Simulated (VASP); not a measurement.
# Cd (C2/c) in VASP: notebook

Cd is run at these levels: BLYP; tasks: single point.

Everything below comes from runs of VASP 6.6.1. Logs are shortened: lines on timing, memory, paths and dates and some standing lists are left out, and cuts for length are marked.

### Step 1. The cell of the first run

Symmetry: C2/c, No. 15, monoclinic system. Conventional cell: a = 3.128 Å, b = 8.677 Å, c = 4.350 Å, α = 90.00°, β = 105.84°, γ = 90.00°. Within 4.1 Å of Cd (site symmetry 2) lie 10 Cd at 3.11 to 3.97 Å.

### Step 2. Single point, BLYP (28.39 Å³/atom)

The input, INCAR:

```
AGGAC = 1.0
AGGAX = 1.0
ALDAC = 0.0
ALDAX = 1.0
ALGO = Normal
EDIFF = 1E-6
ENCUT = 520
GGA = B5
ISIF = 2
ISMEAR = -1
LASPH = T
LCHARG = F
LREAL = F
LWAVE = F
NBANDS = 19
NELM = 100
PREC = Accurate
SIGMA = 0.1
```

The input, KPOINTS:

```
k-points
0
Gamma
  13 13 9
```

The input, POSCAR:

```
Cd
1.0
   -3.1181874397      3.0172461435      1.5621345961
    3.0172461435     -3.1181874397      1.5621345961
    3.0183900232      3.0183900232     -1.7470087649
Cd
2
Direct
    0.9967861260      0.0032138740      1.0000000000
    0.7532138740      0.2467861260      0.5000000000
```

Potentials or basis: VASP PAW PBE potentials, release 64 (Cd).

Command:

```bash
$ cat potpaw_PBE.64/Cd/POTCAR > POTCAR
$ mpirun -np 1 vasp_std > vasp.out
```

OUTCAR:

```text
EDIFF = 1E-6
   ENCUT = 520
   GGA = B5
   ISIF = 2
   ISMEAR = -1
   LASPH = T
   LREAL = F
   NELM = 100
   PREC = Accurate

 ion  position               nearest neighbor table
   1  0.997  0.003  0.000-   2 3.11   2 3.11   2 3.13   2 3.13   2 3.67   2 3.67
   2  0.753  0.247  0.500-   1 3.11   1 3.11   1 3.13   1 3.13   1 3.67   1 3.67

  Warning from LATTYP: Got some problem with cell dimensions!
  Tried to take original basis but could not verify dimensions!
  LATTYP: Found a base centered monoclinic cell.
 ALAT       =     3.1275287810
 B/A-ratio  =     2.7743352634
 C/A-ratio  =     1.3907774782
 COS(beta)  =    -0.2730082669

  Lattice vectors:

 A1 = (   3.1181874397,  -3.0172461435,  -1.5621345961)
 A2 = (  -3.0172461435,   3.1181874397,  -1.5621345961)
 A3 = (   2.9174487270,   2.9174487270,   1.3772604273)

Analysis of symmetry for initial positions (statically):
=====================================================================
 Subroutine PRICEL returns:
 Original cell was already a primitive cell.

 Routine SETGRP: Setting up the symmetry group for a
 base centered monoclinic supercell.

 Subroutine GETGRP returns: Found  4 space group operations
 (whereof  2 operations were pure point group operations)
 out of a pool of  4 trial point group operations.

The static configuration has the point symmetry C_2 .
 The point group associated with its full space group is C_2h.

Analysis of symmetry for dynamics (positions and initial velocities):
=====================================================================
 Subroutine PRICEL returns:
 Original cell was already a primitive cell.

 Routine SETGRP: Setting up the symmetry group for a
 base centered monoclinic supercell.

 Subroutine GETGRP returns: Found  4 space group operations
 (whereof  2 operations were pure point group operations)
 out of a pool of  4 trial point group operations.

The dynamic configuration has the point symmetry C_2 .
 The point group associated with its full space group is C_2h.

 Subroutine INISYM returns: Found  4 space group operations
 (whereof  2 operations are pure point group operations),
 and found     1 'primitive' translations

----------------------------------------------------------------------------------------

                                     Primitive cell

  volume of cell :      56.7768

  direct lattice vectors                    reciprocal lattice vectors
[... 82 lines left out ...]
   LNONCOLLINEAR =      F non collinear calculations
   LSORBIT =      F    spin-orbit coupling
   LASPH  =      T    aspherical Exc in radial PAW
   ENCUT  =  520.0 eV  38.22 Ry    6.18 a.u.   8.57  8.57  8.58*2*pi/ulx,y,z
   NELM   =    100;   NELMIN=  2; NELMDL= -5     # of ELM steps
   EDIFF  = 0.1E-05   stopping-criterion for ELM
   LREAL  =      F    real-space projection
   EDIFFG = 0.1E-04   stopping-criterion for IOM
   NSW    =      0    number of steps for IOM
   IBRION =     -1    ionic relax: 0-MD 1-quasi-New 2-CG
   NFREE  =      0    steps in history (QN), initial steepest desc. (CG)
   ISIF   =      2    stress and relaxation
   ISYM   =      2    0-nonsym 1-usesym 2-fastsym
   POTIM  = 0.5000    time-step for ionic-motion
   TEBEG  =    0.0;   TEEND  =   0.0 temperature during run
   PSTRESS=    0.0 pullay stress
   NELECT =      24.0000    total number of electrons
   NUPDOWN=      -1.0000    fix difference up-down
   EMIN   =  10.00;   EMAX   =-10.00  energy-range for DOS
   EFERMI =   0.00;   METHOD = LEGACY
   ISMEAR =    -1;   SIGMA  =   0.10  broadening in eV -4-tet -1-fermi 0-gaus
   EFERMI_NEDOS =   21; number of points for ismear=-14 and -15
   IALGO  =     38    algorithm
   IMIX   =      4    mixing-type and parameters
     AMIX     =   0.40;   BMIX     =  1.00
     AMIX_MAG =   1.60;   BMIX_MAG =  1.00
  volume/ion in A,a.u.               =      28.39       191.57
  Fermi-wavevector in a.u.,A,eV,Ry     =   1.228631  2.321777 20.538473  1.509535
  Thomas-Fermi vector in A             =   2.363550
   LORBIT       =      0    0 simple, 1 ext, 2 COOP (PROOUT), +10 PAW based schemes
   GGA     = B5    functional components
   LHFCALC =     F    Hartree Fock is set to
   AEXX    =    0.0000 exact exchange contribution
   IVDW    =     0    specifies the selected vdW correction
   LEPSILON=     F    determine dielectric tensor
   LRPA    =     F    only Hartree local field effects (RPA)
 non-spin polarized calculation
  energy-cutoff  :      520.00
  volume of cell :       56.78
 maximum number of plane-waves:      1547
   NGX = 17   NGY = 17   NGZ = 17

 number of electron      24.0000009 magnetization

 Free energy of the ion-electron system (eV)
  ---------------------------------------------------
  ext. energy  EPLUGINS =         0.00000000
  ---------------------------------------------------
  free energy    TOTEN  =        -0.29946423 eV

  energy without entropy =       -0.27568821  energy(sigma->0) =       -0.28757622

 E-fermi :   1.6180     XC(G=0):  -9.0448

 val. band max:        1.6161982164   @ k =  -0.3077  -0.3077   0.4444
 cond. band min:       1.6208320428   @ k =   0.3846   0.0769  -0.0000
 fundamental gap:      0.0046338264
 Fermi energy:         1.6180193376

 k-point     1 :       0.0000    0.0000    0.0000
  band No.  band energies     occupation
      1      -7.5396      2.00000
      2      -7.4155      2.00000
      3      -7.4153      2.00000
      4      -7.4059      2.00000
      5      -6.7609      2.00000
      6      -6.7584      2.00000
[... 505 lines left out ...]
      6      -6.9441      2.00000
[... 11 lines left out ...]
     18      11.2546      0.00000
     19      12.5295      0.00000

 [... further k-points ...]

------------------------ aborting loop because EDIFF is reached ----------------------------------------

  FORCE on cell =-STRESS in cart. coord.  units (eV):
  Direction    XX          YY          ZZ          XY          YZ          ZX
  --------------------------------------------------------------------------------------
  -------------------------------------------------------------------------------------
  Total        0.3864380      0.3864380      0.2483222     -0.0063721     -0.0071816     -0.0071816
  in kB       10.9048465     10.9048465      7.0073724     -0.1798121     -0.2026566     -0.2026565
  external PRESSURE =       9.6056885 kB  Pullay stress =       0.0000000 kB

 VOLUME and BASIS-vectors are now :
 -----------------------------------------------------------------------------
  energy-cutoff  :      520.00
  volume of cell :       56.78
      direct lattice vectors                 reciprocal lattice vectors
    -3.118187440  3.017246143  1.562134596     0.012899095  0.175886761  0.326174291
     3.017246143 -3.118187440  1.562134596     0.175886761  0.012899095  0.326174291
     3.018390023  3.018390023 -1.747008765     0.168807921  0.168807921  0.010907953

 POSITION                                       TOTAL-FORCE (eV/Angst)
 -----------------------------------------------------------------------------------
     -3.09847      2.99753      1.56213         0.002446     -0.002446      0.000000
     -0.09485      3.01230      0.68863        -0.002446      0.002446     -0.000000
 -----------------------------------------------------------------------------------
    total drift:                                0.000000     -0.000000      0.000000

  FREE ENERGIE OF THE ION-ELECTRON SYSTEM (eV)
  ---------------------------------------------------
  free  energy   TOTEN  =        -0.2994642284 eV

  energy  without entropy=       -0.2756882064  energy(sigma->0) =       -0.28757622
```

OSZICAR:

```text
N       E                     dE             d eps       ncg     rms          rms(c)
DAV:   1     0.172570945167E+03    0.17257E+03   -0.12781E+04 15862   0.121E+03
DAV:   2     0.386479927703E+01   -0.16871E+03   -0.16247E+03 16261   0.319E+02
DAV:   3    -0.382988924097E+00   -0.42478E+01   -0.42408E+01 17966   0.573E+01
DAV:   4    -0.391603241557E+00   -0.86143E-02   -0.86138E-02 16584   0.252E+00
DAV:   5    -0.391642174557E+00   -0.38933E-04   -0.38933E-04 17086   0.153E-01    0.202E+00
DAV:   6    -0.304803906018E+00    0.86838E-01   -0.23874E-01 17020   0.509E+00    0.168E+00
DAV:   7    -0.300045120876E+00    0.47588E-02   -0.13596E-02 16759   0.897E-01    0.104E+00
DAV:   8    -0.299416765489E+00    0.62836E-03   -0.19349E-03 16516   0.417E-01    0.314E-02
DAV:   9    -0.299449728177E+00   -0.32963E-04   -0.35489E-05 17376   0.468E-02    0.210E-02
DAV:  10    -0.299464273712E+00   -0.14546E-04   -0.16417E-05 16429   0.327E-02    0.301E-03
DAV:  11    -0.299464228364E+00    0.45348E-07   -0.47398E-08  9093   0.183E-03
   1 F= -.29946423E+00 E0= -.28757622E+00  d E =-.237760E-01
```

Wall time 2.8 min (1 thread of Intel Xeon 6975P-C (Granite Rapids), shared host); peak memory 0.47 GiB.

What came out:

```yaml
Free_energy: -0.2995 eV
Pressure: 1.0 GPa
Largest_force: 0.003 eV/Å
Band_gap_on_the_k_mesh: zero (bands 12 and 13 overlap by 4.05 eV)
```

Forces on the atoms (eV/Å):
```
Cd   0.002 -0.002  0.000
Cd  -0.002  0.002  0.000
```

Caveat: the PAW data sets were made with another functional, which shifts forces and pressure a little.

### Step 3. Single point, BLYP (29.57 Å³/atom)

This run uses another cell than the first one, of 29.57 Å³/atom.

The input, INCAR:

```
SYSTEM = Cd
PREC = Accurate
ENCUT = 520
EDIFF = 1E-6
ISMEAR = -1
SIGMA = 0.1
LREAL = .FALSE.
LASPH = .TRUE.
NELM = 100
ALGO = Normal
ISIF = 2
LWAVE = .FALSE.
LCHARG = .TRUE.
GGA = B5
ALDAX = 1.0
AGGAX = 1.0
AGGAC = 1.0
ALDAC = 0.0
LELF = .TRUE.
LVHAR = .TRUE.
NBANDS = 19
```

The input, KPOINTS:

```
Automatic mesh
0
G
  13 13 9
  0 0 0
```

The input, POSCAR:

```
Cd
1.0
   -3.1609076447      3.0585834192      1.5835363596
    3.0585834192     -3.1609076447      1.5835363596
    3.0597429704      3.0597429704     -1.7709433661
Cd
2
Direct
    0.9967861260      0.0032138740      1.0000000000
    0.7532138740      0.2467861260      0.5000000000
```

Potentials or basis: VASP PAW PBE potentials, release 64 (Cd).

Command:

```bash
$ cat potpaw_PBE.64/Cd/POTCAR > POTCAR
$ mpirun -np 1 vasp_std > vasp.out
```

OUTCAR:

```text
SYSTEM = Cd
   PREC = Accurate
   ENCUT = 520
   EDIFF = 1E-6
   ISMEAR = -1
   LREAL = .FALSE.
   LASPH = .TRUE.
   NELM = 100
   ISIF = 2
   GGA = B5

 ion  position               nearest neighbor table
   1  0.997  0.003  0.000-   2 3.15   2 3.15   2 3.17   2 3.17   2 3.72   2 3.72
   2  0.753  0.247  0.500-   1 3.15   1 3.15   1 3.17   1 3.17   1 3.72   1 3.72

  Warning from LATTYP: Got some problem with cell dimensions!
  Tried to take original basis but could not verify dimensions!
  LATTYP: Found a base centered monoclinic cell.
 ALAT       =     3.1703769654
 B/A-ratio  =     2.7743352634
 C/A-ratio  =     1.3907774782
 COS(beta)  =    -0.2730082669

  Lattice vectors:

 A1 = (   3.1609076447,  -3.0585834192,  -1.5835363596)
 A2 = (  -3.0585834192,   3.1609076447,  -1.5835363596)
 A3 = (   2.9574187449,   2.9574187449,   1.3961293531)

Analysis of symmetry for initial positions (statically):
=====================================================================
 Subroutine PRICEL returns:
 Original cell was already a primitive cell.

 Routine SETGRP: Setting up the symmetry group for a
[... 165 lines left out ...]
  free energy    TOTEN  =        -0.30759044 eV

  energy without entropy =       -0.28383758  energy(sigma->0) =       -0.29571401

 E-fermi :   1.4086     XC(G=0):  -8.8537

 val. band max:        1.4026402029   @ k =  -0.3077  -0.4615   0.3333
 cond. band min:       1.4313889404   @ k =   0.4615   0.0769   0.2222
 fundamental gap:      0.0287487374
 Fermi energy:         1.4085643800

 k-point     1 :       0.0000    0.0000    0.0000
  band No.  band energies     occupation
      1      -7.6558      2.00000
      2      -7.5431      2.00000
      3      -7.5358      2.00000
      4      -7.5288      2.00000
      5      -6.9434      2.00000
      6      -6.9409      2.00000
[... 505 lines left out ...]
      6      -7.1094      2.00000
[... 11 lines left out ...]
     18      10.7063      0.00000
     19      12.0740      0.00000

 [... further k-points ...]

------------------------ aborting loop because EDIFF is reached ----------------------------------------

  FORCE on cell =-STRESS in cart. coord.  units (eV):
  Direction    XX          YY          ZZ          XY          YZ          ZX
  --------------------------------------------------------------------------------------
  -------------------------------------------------------------------------------------
  Total        0.0894243      0.0894243     -0.0174743      0.0030216      0.0069921      0.0069921
  in kB        2.4225159      2.4225159     -0.4733820      0.0818564      0.1894167      0.1894168
  external PRESSURE =       1.4572166 kB  Pullay stress =       0.0000000 kB

 VOLUME and BASIS-vectors are now :
 -----------------------------------------------------------------------------
  energy-cutoff  :      520.00
  volume of cell :       59.14
      direct lattice vectors                 reciprocal lattice vectors
    -3.160907645  3.058583419  1.583536360     0.012724762  0.173509622  0.321765990
     3.058583419 -3.160907645  1.583536360     0.173509622  0.012724762  0.321765990
     3.059742970  3.059742970 -1.770943366     0.166526453  0.166526453  0.010760530

 POSITION                                       TOTAL-FORCE (eV/Angst)
 -----------------------------------------------------------------------------------
     -3.14092      3.03859      1.58354         0.001196     -0.001196     -0.000000
     -0.09615      3.05357      0.69806        -0.001196      0.001196      0.000000
 -----------------------------------------------------------------------------------
    total drift:                                0.000000     -0.000000      0.000000

  FREE ENERGIE OF THE ION-ELECTRON SYSTEM (eV)
  ---------------------------------------------------
  free  energy   TOTEN  =        -0.3075904414 eV

  energy  without entropy=       -0.2838375787  energy(sigma->0) =       -0.29571401
```

OSZICAR:

```text
N       E                     dE             d eps       ncg     rms          rms(c)
DAV:   1     0.170762479198E+03    0.17076E+03   -0.12692E+04 15886   0.120E+03
DAV:   2     0.386854974993E+01   -0.16689E+03   -0.16083E+03 16333   0.316E+02
DAV:   3    -0.384906469988E+00   -0.42535E+01   -0.42463E+01 17883   0.570E+01
DAV:   4    -0.393581374688E+00   -0.86749E-02   -0.86744E-02 16611   0.254E+00
DAV:   5    -0.393621737163E+00   -0.40362E-04   -0.40363E-04 17125   0.155E-01    0.183E+00
DAV:   6    -0.312443771342E+00    0.81178E-01   -0.22702E-01 17017   0.488E+00    0.152E+00
DAV:   7    -0.308100948325E+00    0.43428E-02   -0.12505E-02 16709   0.846E-01    0.962E-01
DAV:   8    -0.307542100169E+00    0.55885E-03   -0.19129E-03 16542   0.402E-01    0.304E-02
DAV:   9    -0.307577498409E+00   -0.35398E-04   -0.38944E-05 17338   0.471E-02    0.214E-02
DAV:  10    -0.307590501753E+00   -0.13003E-04   -0.15129E-05 16414   0.314E-02    0.271E-03
DAV:  11    -0.307590441421E+00    0.60332E-07   -0.54022E-08  8962   0.203E-03
   1 F= -.30759044E+00 E0= -.29571401E+00  d E =-.237529E-01
```

stdout:

```text
POSCAR found type information on POSCAR Cd
 POSCAR found :  1 types and       2 ions
 scaLAPACK will be used
 -----------------------------------------------------------------------------
|                                                                             |
|                                                                             |
|     You enforced a specific xc type in the INCAR file but a different       |
|     I HOPE YOU KNOW WHAT YOU ARE DOING!                                     |
|                                                                             |
 -----------------------------------------------------------------------------

 LDA part: xc-table for (Slater(with rela. corr.)+VWN5), standard interpolation
 POSCAR, INCAR and KPOINTS ok, starting setup
 FFT: planning ... GRIDC
 FFT: planning ... GRID_SOFT
 FFT: planning ... GRID
 WAVECAR not read
 entering main loop
```

Wall time 3.2 min (1 thread of Intel Xeon 6975P-C (Granite Rapids), shared host); peak memory 0.48 GiB.

Results:

* Free energy: -0.3076 eV
* Pressure: 0.1 GPa
* Band gap on the k mesh: zero (bands 12 and 13 overlap by 3.82 eV)

Stress tensor (GPa, compression positive):
```
 0.24  0.01  0.02
 0.01  0.24  0.02
 0.02  0.02 -0.05
```

Caveat: the PAW data sets were made with another functional, which shifts forces and pressure a little.

(Part 1 of 2 ends here.)
